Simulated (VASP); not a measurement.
# MgO (P6_3/mmc) in VASP: single point with PBE

Aim: the single point of MgO with PBE.

Program: VASP 6.6.1. These are calculated values, not measurements. Logs are shortened: lines on timing, memory, paths and dates and some standing lists are left out, and cuts for length are marked.

## 1. The cell of the first run

Symmetry: P6_3/mmc, No. 194, hexagonal system. Conventional cell: a = 2.958 Å, b = 2.958 Å, c = 5.156 Å, α = 90.00°, β = 90.00°, γ = 120.00°. Within 2.8 Å of Mg (site symmetry -3m) lie 6 O at 2.14 Å and 2 Mg at 2.58 Å. Within 2.8 Å of O (site symmetry -6m2) lie 6 Mg at 2.14 Å.

## 2. Single point, PBE

The input, INCAR:

```
PREC = Accurate
ENCUT = 520
EDIFF = 1E-6
ISMEAR = 0
SIGMA = 0.02
LREAL = F
LASPH = T
NELM = 100
ALGO = Normal
ISIF = 2
LWAVE = F
LCHARG = F
GGA = PE
NBANDS = 16
```

The input, KPOINTS:

```
Automatic mesh
0
Gamma
  12 12 6
```

The input, POSCAR:

```
MgO
1.0
    2.9579766132      0.0000000000      0.0000000000
   -1.4789883066      2.5616828908      0.0000000000
    0.0000000000      0.0000000000      5.1561884759
Mg O
2 2
Direct
    0.0000000000      0.0000000000      0.0000000000
    0.0000000000      0.0000000000      0.5000000000
    0.3333333333      0.6666666667      0.7500000000
    0.6666666667      0.3333333333      0.2500000000
```

Potentials or basis: VASP PAW PBE potentials, release 64 (Mg, O).

On the command line:

```sh
$ cat potpaw_PBE.64/Mg/POTCAR potpaw_PBE.64/O/POTCAR > POTCAR
$ mpirun -np 1 vasp_std > vasp.out
```

OUTCAR:

```text
PREC = Accurate
   ENCUT = 520
   EDIFF = 1E-6
   ISMEAR = 0
   LREAL = F
   LASPH = T
   NELM = 100
   ISIF = 2
   GGA = PE

 ion  position               nearest neighbor table
   1  0.000  0.000  0.000-   3 2.14   4 2.14   3 2.14   4 2.14   4 2.14   3 2.14   2 2.58   2 2.58

   2  0.000  0.000  0.500-   3 2.14   4 2.14   3 2.14   4 2.14   4 2.14   3 2.14   1 2.58   1 2.58

   3  0.333  0.667  0.750-   1 2.14   2 2.14   1 2.14   2 2.14   1 2.14   2 2.14
   4  0.667  0.333  0.250-   1 2.14   2 2.14   1 2.14   2 2.14   1 2.14   2 2.14

  LATTYP: Found a hexagonal cell.
 ALAT       =     2.9579766132
 C/A-ratio  =     1.7431471408

  Lattice vectors:

 A1 = (   2.9579766132,   0.0000000000,   0.0000000000)
 A2 = (  -1.4789883066,   2.5616828908,   0.0000000000)
 A3 = (   0.0000000000,   0.0000000000,   5.1561884759)

Analysis of symmetry for initial positions (statically):
=====================================================================
 Subroutine PRICEL returns:
 Original cell was already a primitive cell.

 Routine SETGRP: Setting up the symmetry group for a
 hexagonal supercell.

 Subroutine GETGRP returns: Found 24 space group operations
 (whereof 12 operations were pure point group operations)
 out of a pool of 24 trial point group operations.

The static configuration has the point symmetry D_3d.
 The point group associated with its full space group is D_6h.

Analysis of symmetry for dynamics (positions and initial velocities):
=====================================================================
 Subroutine PRICEL returns:
 Original cell was already a primitive cell.

 Routine SETGRP: Setting up the symmetry group for a
 hexagonal supercell.

 Subroutine GETGRP returns: Found 24 space group operations
 (whereof 12 operations were pure point group operations)
 out of a pool of 24 trial point group operations.

The dynamic configuration has the point symmetry D_3d.
 The point group associated with its full space group is D_6h.

 Subroutine INISYM returns: Found 24 space group operations
 (whereof 12 operations are pure point group operations),
 and found     1 'primitive' translations

----------------------------------------------------------------------------------------

                                     Primitive cell

  volume of cell :      39.0705

  direct lattice vectors                    reciprocal lattice vectors
     2.957976613  0.000000000  0.000000000     0.338068934  0.195184190  0.000000000
    -1.478988307  2.561682891  0.000000000     0.000000000  0.390368380  0.000000000
     0.000000000  0.000000000  5.156188476     0.000000000  0.000000000  0.193941708

  length of vectors
     2.957976613  2.957976613  5.156188476     0.390368380  0.390368380  0.193941708

  position of ions in fractional coordinates (direct lattice)
     0.000000000  0.000000000  0.000000000
     0.000000000  0.000000000  0.500000000
     0.333333333  0.666666667  0.750000000
     0.666666667  0.333333333  0.250000000

  ion indices of the primitive-cell ions
   primitive index   ion index
                 1           1
                 2           2
                 3           3
                 4           4

----------------------------------------------------------------------------------------

 KPOINTS: Automatic mesh

Automatic generation of k-mesh.
 Grid dimensions read from file:
 generate k-points for:   12   12    6

 Generating k-lattice:

  Cartesian coordinates                     Fractional coordinates (reciprocal lattice)
     0.028172411  0.016265349  0.000000000     0.083333333 -0.000000000  0.000000000
     0.000000000  0.032530698  0.000000000     0.000000000  0.083333333  0.000000000
     0.000000000  0.000000000  0.032323618     0.000000000  0.000000000  0.166666667

  Length of vectors
     0.032530698  0.032530698  0.032323618

  Shift w.r.t. Gamma in fractional coordinates (k-lattice)
     0.000000000  0.000000000  0.000000000

 Subroutine IBZKPT returns following result:
 ===========================================

 Found     76 irreducible k-points:

 Following reciprocal coordinates:
            Coordinates               Weight
  0.000000  0.000000  0.000000      1.000000
  0.083333 -0.000000  0.000000      6.000000
  0.166667  0.000000  0.000000      6.000000
  0.250000  0.000000  0.000000      6.000000
  0.333333 -0.000000  0.000000      6.000000
  0.416667  0.000000  0.000000      6.000000
[... 16 lines left out ...]
  0.250000  0.000000  0.166667     12.000000
  0.333333 -0.000000  0.166667     12.000000
 [... further k-points ...]
   k-points           NKPTS =     76   k-points in BZ     NKDIM =     76   number of bands    NBANDS=     16
   number of dos      NEDOS =    301   number of ions     NIONS =      4
   total plane-waves  NPLWV =  23040
   dimension x,y,z NGX =    24 NGY =   24 NGZ =   40
   dimension x,y,z NGXF=    48 NGYF=   48 NGZF=   80
   ions per type =               2   2
   NGX,Y,Z   is equivalent  to a cutoff of  13.49, 13.49, 12.90 a.u.
   NGXF,Y,Z  is equivalent  to a cutoff of  26.98, 26.98, 25.79 a.u.
 SYSTEM =  unknown system
   PREC   = accura    normal or accurate (medium, high low for compatibility)
   ISTART =      0    job   : 0-new  1-cont  2-samecut
   ICHARG =      2    charge: 1-file 2-atom 10-const
   ISPIN  =      1    spin polarized calculation?
   LNONCOLLINEAR =      F non collinear calculations
   LSORBIT =      F    spin-orbit coupling
   LASPH  =      T    aspherical Exc in radial PAW
   ENCUT  =  520.0 eV  38.22 Ry    6.18 a.u.   5.50  5.50  9.59*2*pi/ulx,y,z
   NELM   =    100;   NELMIN=  2; NELMDL= -5     # of ELM steps
   EDIFF  = 0.1E-05   stopping-criterion for ELM
   LREAL  =      F    real-space projection
   EDIFFG = 0.1E-04   stopping-criterion for IOM
   NSW    =      0    number of steps for IOM
   IBRION =     -1    ionic relax: 0-MD 1-quasi-New 2-CG
   NFREE  =      0    steps in history (QN), initial steepest desc. (CG)
   ISIF   =      2    stress and relaxation
   ISYM   =      2    0-nonsym 1-usesym 2-fastsym
   POTIM  = 0.5000    time-step for ionic-motion
   TEBEG  =    0.0;   TEEND  =   0.0 temperature during run
   PSTRESS=    0.0 pullay stress
   NELECT =      16.0000    total number of electrons
   NUPDOWN=      -1.0000    fix difference up-down
   EMIN   =  10.00;   EMAX   =-10.00  energy-range for DOS
   EFERMI =   0.00;   METHOD = LEGACY
   ISMEAR =     0;   SIGMA  =   0.02  broadening in eV -4-tet -1-fermi 0-gaus
   EFERMI_NEDOS =   21; number of points for ismear=-14 and -15
   IALGO  =     38    algorithm
   IMIX   =      4    mixing-type and parameters
     AMIX     =   0.40;   BMIX     =  1.00
     AMIX_MAG =   1.60;   BMIX_MAG =  1.00
  volume/ion in A,a.u.               =       9.77        65.92
  Fermi-wavevector in a.u.,A,eV,Ry     =   1.215715  2.297369 20.108915  1.477964
  Thomas-Fermi vector in A             =   2.351093
   LORBIT       =      0    0 simple, 1 ext, 2 COOP (PROOUT), +10 PAW based schemes
   GGA     = PE    functional components
   LHFCALC =     F    Hartree Fock is set to
   AEXX    =    0.0000 exact exchange contribution
   IVDW    =     0    specifies the selected vdW correction
   LEPSILON=     F    determine dielectric tensor
   LRPA    =     F    only Hartree local field effects (RPA)
 non-spin polarized calculation
 Gauss-broadening in eV      SIGMA  =   0.02
  energy-cutoff  :      520.00
  volume of cell :       39.07
 maximum number of plane-waves:      1081
 NGX is ok and might be reduce to    24
   NGX = 11   NGY = 11   NGZ = 19

 number of electron      16.0000005 magnetization

 Free energy of the ion-electron system (eV)
  ---------------------------------------------------
  ext. energy  EPLUGINS =         0.00000000
  ---------------------------------------------------
  free energy    TOTEN  =       -23.22407901 eV

  energy without entropy =      -23.22407901  energy(sigma->0) =      -23.22407901

 E-fermi :   3.1837     XC(G=0): -10.8552

 val. band max:        3.0271331865   @ k =   0.0000   0.0000   0.0000
 cond. band min:       7.1401269861   @ k =   0.0000   0.0000   0.0000
 fundamental gap:      4.1129937996
 Fermi energy:         3.1836646536

 k-point     1 :       0.0000    0.0000    0.0000
  band No.  band energies     occupation
      1     -14.1710      2.00000
      2     -13.1458      2.00000
      3      -1.7721      2.00000
      4       2.5313      2.00000
      5       2.5402      2.00000
      6       2.5402      2.00000
[... 8 lines left out ...]
     15      19.9542      0.00000
     16      19.9542      0.00000

 k-point     2 :       0.0833   -0.0000    0.0000
  band No.  band energies     occupation
      1     -14.1063      2.00000
      2     -13.1138      2.00000
      3      -1.6716      2.00000
      4       2.2531      2.00000
      5       2.4880      2.00000
      6       2.5045      2.00000
[... 8 lines left out ...]
     15      19.8922      0.00000
     16      19.9304      0.00000

 k-point     3 :       0.1667    0.0000    0.0000
  band No.  band energies     occupation
      1     -13.9223      2.00000
      2     -13.0256      2.00000
      3      -1.3806      2.00000
      4       1.4864      2.00000
      5       1.7627      2.00000
      6       2.3497      2.00000
[... 8 lines left out ...]
     15      20.1164      0.00000
     16      20.2217      0.00000

 k-point     4 :       0.2500    0.0000    0.0000
  band No.  band energies     occupation
      1     -13.6502      2.00000
      2     -12.9072      2.00000
      3      -0.9310      2.00000
      4       0.4906      2.00000
      5       0.9380      2.00000
      6       2.1699      2.00000
[... 8 lines left out ...]
     15      19.6743      0.00000
     16      20.7017      0.00000
[... 324 lines left out ...]
 k-point    22 :       0.1667    0.0000    0.1667
  band No.  band energies     occupation
      1     -13.8687      2.00000
      2     -13.0935      2.00000
      3      -1.2039      2.00000
      4       1.3859      2.00000
      5       1.6456      2.00000
      6       2.3707      2.00000
[... 8 lines left out ...]
     15      19.9736      0.00000
     16      20.1956      0.00000

 k-point    23 :       0.2500    0.0000    0.1667
  band No.  band energies     occupation
      1     -13.6047      2.00000
      2     -12.9617      2.00000
      3      -0.8422      2.00000
      4       0.4790      2.00000
      5       0.9107      2.00000
      6       2.1950      2.00000
[... 8 lines left out ...]
     15      19.7121      0.00000
     16      20.6135      0.00000

 k-point    24 :       0.3333   -0.0000    0.1667
  band No.  band energies     occupation
      1     -13.3085      2.00000
      2     -12.8375      2.00000
      3      -0.6747      2.00000
      4      -0.1933      2.00000
      5       0.3726      2.00000
      6       2.0059      2.00000
[... 8 lines left out ...]
     15      19.3502      0.00000
     16      21.0195      0.00000

 [... further k-points ...]
[... 5 lines left out ...]
  --------------------------------------------------------------------------------------
  -------------------------------------------------------------------------------------
  Total       -0.1614219     -0.1614219     -0.1597492     -0.0000000      0.0000000      0.0000000
  in kB       -6.6194858     -6.6194858     -6.5508897     -0.0000000      0.0000000      0.0000000
  external PRESSURE =      -6.5966205 kB  Pullay stress =       0.0000000 kB

 VOLUME and BASIS-vectors are now :
 -----------------------------------------------------------------------------
  energy-cutoff  :      520.00
  volume of cell :       39.07
      direct lattice vectors                 reciprocal lattice vectors
     2.957976613  0.000000000  0.000000000     0.338068934  0.195184190  0.000000000
    -1.478988307  2.561682891  0.000000000     0.000000000  0.390368380  0.000000000
     0.000000000  0.000000000  5.156188476     0.000000000  0.000000000  0.193941708

 POSITION                                       TOTAL-FORCE (eV/Angst)
 -----------------------------------------------------------------------------------
      0.00000      0.00000      0.00000         0.000000      0.000000     -0.000000
      0.00000      0.00000      2.57809         0.000000      0.000000     -0.000000
     -0.00000      1.70779      3.86714        -0.000000      0.000000     -0.000000
      1.47899      0.85389      1.28905        -0.000000     -0.000000      0.000000
 -----------------------------------------------------------------------------------
    total drift:                                0.000000     -0.000000     -0.000000

  FREE ENERGIE OF THE ION-ELECTRON SYSTEM (eV)
  ---------------------------------------------------
  free  energy   TOTEN  =       -23.2240790090 eV

  energy  without entropy=      -23.2240790090  energy(sigma->0) =      -23.22407901
```

Run time: 22 s. Hardware: 1 thread of Intel Xeon 6975P-C, shared host; peak memory 0.18 GiB.

Results:

| Quantity | Value |
| --- | --- |
| Free energy | -23.2241 eV |
| Pressure | -0.7 GPa |
| Band gap on the k mesh | 4.11 eV, direct |

A k mesh can miss the band edges.
